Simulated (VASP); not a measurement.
# Cs3Pt (Pm-3m) in VASP: single point with PBEsol

Aim: the single point of Cs3Pt with PBEsol.

Everything below comes from runs of VASP 6.6.1. Logs are shortened: lines on timing, memory, paths and dates and some standing lists are left out, and cuts for length are marked.

### Step 1. The cell of the first run

It takes space group Pm-3m (No. 221, cubic). Conventional cell: a = 5.219 Å, b = 5.219 Å, c = 5.219 Å, α = 90.00°, β = 90.00°, γ = 90.00°. Cs (site symmetry 4/mmm) has 8 Cs at 3.69 Å and 4 Pt at 3.69 Å within 4.8 Å. Pt (site symmetry m-3m) has 12 Cs at 3.69 Å within 4.8 Å.

### Step 2. Single point, PBEsol

Input file POSCAR:

```
Cs3Pt
1.0
    5.2193112941      0.0000000000      0.0000000000
    0.0000000000      5.2193112941      0.0000000000
    0.0000000000      0.0000000000      5.2193112941
Cs Pt
3 1
Direct
    0.0000000000      0.0000000000      0.5000000000
    0.0000000000      0.5000000000      0.0000000000
    0.5000000000      0.0000000000      0.0000000000
    0.5000000000      0.5000000000      0.5000000000
```

Input file INCAR.step1:

```
SYSTEM = Cs3Pt
PREC = Accurate
ENCUT = 520
EDIFF = 1E-7
ISMEAR = 1
SIGMA = 0.05
LREAL = .False.
LASPH = .True.
NELM = 60
ALGO = Normal
ISIF = 2
LWAVE = .False.
LCHARG = .True.
LMAXMIX = 4
GGA = PS
NBANDS = 26
```

Input file KPOINTS.step1:

```
regular mesh
0
Gamma
  5 5 5
  0 0 0
```

Input file INCAR.step2:

```
SYSTEM = Cs3Pt
PREC = Accurate
ENCUT = 520
EDIFF = 1E-7
ISMEAR = -5
SIGMA = 0.05
LREAL = .False.
LASPH = .True.
NELM = 60
ALGO = Normal
ISIF = 2
LWAVE = .False.
LCHARG = .False.
LMAXMIX = 4
GGA = PS
LORBIT = 10
NBANDS = 26
NEDOS = 1001
ICHARG = 11
```

Input file KPOINTS.step2:

```
regular mesh
0
Gamma
  8 8 8
  0 0 0
```

Potentials or basis: VASP PAW PBE potentials, release 64 (Cs_sv, Pt).

The run is started by

```console
> cat potpaw_PBE.64/Cs_sv/POTCAR potpaw_PBE.64/Pt/POTCAR > POTCAR
> cp INCAR.step1 INCAR
> cp KPOINTS.step1 KPOINTS
> mpirun -np 1 vasp_std > vasp.out
> cp INCAR.step2 INCAR
> cp KPOINTS.step2 KPOINTS
> mpirun -np 1 vasp_std > vasp.out
```

OUTCAR:

```text
SYSTEM = Cs3Pt
   PREC = Accurate
   ENCUT = 520
   EDIFF = 1E-7
   ISMEAR = -5
   LREAL = .False.
   LASPH = .True.
   NELM = 60
   ISIF = 2
   GGA = PS
   LORBIT = 10
   ICHARG = 11

 ion  position               nearest neighbor table
   1  0.000  0.000  0.500-
   2  0.000  0.500  0.000-
   3  0.500  0.000  0.000-
   4  0.500  0.500  0.500-

  LATTYP: Found a simple cubic cell.
 ALAT       =     5.2193112941

  Lattice vectors:

 A1 = (   5.2193112941,   0.0000000000,   0.0000000000)
 A2 = (   0.0000000000,   5.2193112941,   0.0000000000)
 A3 = (   0.0000000000,   0.0000000000,   5.2193112941)

Analysis of symmetry for initial positions (statically):
=====================================================================
 Subroutine PRICEL returns:
 Original cell was already a primitive cell.

 Routine SETGRP: Setting up the symmetry group for a
 simple cubic supercell.

 Subroutine GETGRP returns: Found 48 space group operations
 (whereof 48 operations were pure point group operations)
 out of a pool of 48 trial point group operations.

The static configuration has the point symmetry O_h .

Analysis of symmetry for dynamics (positions and initial velocities):
=====================================================================
 Subroutine PRICEL returns:
 Original cell was already a primitive cell.

 Routine SETGRP: Setting up the symmetry group for a
 simple cubic supercell.

 Subroutine GETGRP returns: Found 48 space group operations
 (whereof 48 operations were pure point group operations)
 out of a pool of 48 trial point group operations.

The dynamic configuration has the point symmetry O_h .

 Subroutine INISYM returns: Found 48 space group operations
 (whereof 48 operations are pure point group operations),
 and found     1 'primitive' translations

----------------------------------------------------------------------------------------

                                     Primitive cell

  volume of cell :     142.1804

  direct lattice vectors                    reciprocal lattice vectors
     5.219311294  0.000000000  0.000000000     0.191596160  0.000000000  0.000000000
     0.000000000  5.219311294  0.000000000     0.000000000  0.191596160  0.000000000
[... 97 lines left out ...]
   ISIF   =      2    stress and relaxation
   ISYM   =      2    0-nonsym 1-usesym 2-fastsym
   POTIM  = 0.5000    time-step for ionic-motion
   TEBEG  =    0.0;   TEEND  =   0.0 temperature during run
   PSTRESS=    0.0 pullay stress
   NELECT =      37.0000    total number of electrons
   NUPDOWN=      -1.0000    fix difference up-down
   EMIN   =  10.00;   EMAX   =-10.00  energy-range for DOS
   EFERMI =   0.00;   METHOD = LEGACY
   ISMEAR =    -5;   SIGMA  =   0.05  broadening in eV -4-tet -1-fermi 0-gaus
   EFERMI_NEDOS =   21; number of points for ismear=-14 and -15
   IALGO  =     38    algorithm
   IMIX   =      4    mixing-type and parameters
     AMIX     =   0.40;   BMIX     =  1.00
     AMIX_MAG =   1.60;   BMIX_MAG =  1.00
  volume/ion in A,a.u.               =      35.55       239.87
  Fermi-wavevector in a.u.,A,eV,Ry     =   1.045191  1.975124 14.863326  1.092424
  Thomas-Fermi vector in A             =   2.179976
   LORBIT       =     10    0 simple, 1 ext, 2 COOP (PROOUT), +10 PAW based schemes
   GGA     = PS    functional components
   LHFCALC =     F    Hartree Fock is set to
   AEXX    =    0.0000 exact exchange contribution
   IVDW    =     0    specifies the selected vdW correction
   LEPSILON=     F    determine dielectric tensor
   LRPA    =     F    only Hartree local field effects (RPA)
 non-spin polarized calculation
 Fermi weights with tetrahedron method with Bloechl corrections
  energy-cutoff  :      520.00
  volume of cell :      142.18
 maximum number of plane-waves:      3887
 NGX is ok and might be reduce to    40

 number of electron      36.9999995 magnetization

 Free energy of the ion-electron system (eV)
  ---------------------------------------------------
  ext. energy  EPLUGINS =         0.00000000
  ---------------------------------------------------
  free energy    TOTEN  =        -8.78138497 eV

  energy without entropy =       -8.78138497  energy(sigma->0) =       -8.78138497

 E-fermi :   4.6546     XC(G=0):  -9.4358

 val. band max:        4.5724649768   @ k =   0.3750   0.1250   0.1250
 cond. band min:       4.6113535249   @ k =   0.3750   0.2500   0.2500
 fundamental gap:      0.0388885481
 Fermi energy:         4.6546118464

 k-point     1 :       0.0000    0.0000    0.0000
  band No.  band energies     occupation
      1     -19.4360      2.00000
      2     -18.7845      2.00000
      3     -18.7845      2.00000
      4      -7.0726      2.00000
      5      -7.0726      2.00000
      6      -7.0726      2.00000
[... 685 lines left out ...]
     25       7.4078      0.00000
     26       7.9825      0.00000

 [... further k-points ...]

------------------------ aborting loop because EDIFF is reached ----------------------------------------

  FORCE on cell =-STRESS in cart. coord.  units (eV):
  Direction    XX          YY          ZZ          XY          YZ          ZX
  --------------------------------------------------------------------------------------
  -------------------------------------------------------------------------------------
  Total        1.0063164      1.0063164      1.0063164     -0.0000000     -0.0000000      0.0000000
  in kB       11.3398037     11.3398037     11.3398037     -0.0000000     -0.0000000      0.0000000
  external PRESSURE =      11.3398037 kB  Pullay stress =       0.0000000 kB

 VOLUME and BASIS-vectors are now :
 -----------------------------------------------------------------------------
  energy-cutoff  :      520.00
  volume of cell :      142.18
      direct lattice vectors                 reciprocal lattice vectors
     5.219311294  0.000000000  0.000000000     0.191596160  0.000000000  0.000000000
     0.000000000  5.219311294  0.000000000     0.000000000  0.191596160  0.000000000
     0.000000000  0.000000000  5.219311294     0.000000000  0.000000000  0.191596160

 POSITION                                       TOTAL-FORCE (eV/Angst)
 -----------------------------------------------------------------------------------
      0.00000      0.00000      2.60966         0.000000      0.000000      0.000000
      0.00000      2.60966      0.00000         0.000000      0.000000      0.000000
      2.60966      0.00000      0.00000         0.000000      0.000000      0.000000
      2.60966      2.60966      2.60966         0.000000      0.000000      0.000000
 -----------------------------------------------------------------------------------
    total drift:                                0.000000      0.000000     -0.000000

  FREE ENERGIE OF THE ION-ELECTRON SYSTEM (eV)
  ---------------------------------------------------
  free  energy   TOTEN  =        -8.7813849675 eV

  energy  without entropy=       -8.7813849675  energy(sigma->0) =       -8.78138497

 total charge

# of ion       s       p       d       tot
------------------------------------------
    1        1.856   4.621   0.112   6.589
    2        1.856   4.621   0.112   6.589
    3        1.856   4.621   0.112   6.589
    4        0.790   0.050   8.232   9.072
--------------------------------------------------
tot          6.357  13.913   8.568  28.839
```

Wall time 3.3 min (1 thread of Intel Xeon 8259CL, shared host); peak memory 0.29 GiB.

What came out:

```yaml
Valence_electrons_inside_the_program's_atomic_spheres: Cs 6.59; Pt 9.07
```

Caveat: the PAW data sets were made with another functional, which shifts forces and pressure a little; spin-orbit coupling is left out, which moves the levels of the heavy elements; tetrahedron occupations give inexact forces and stress in metals.
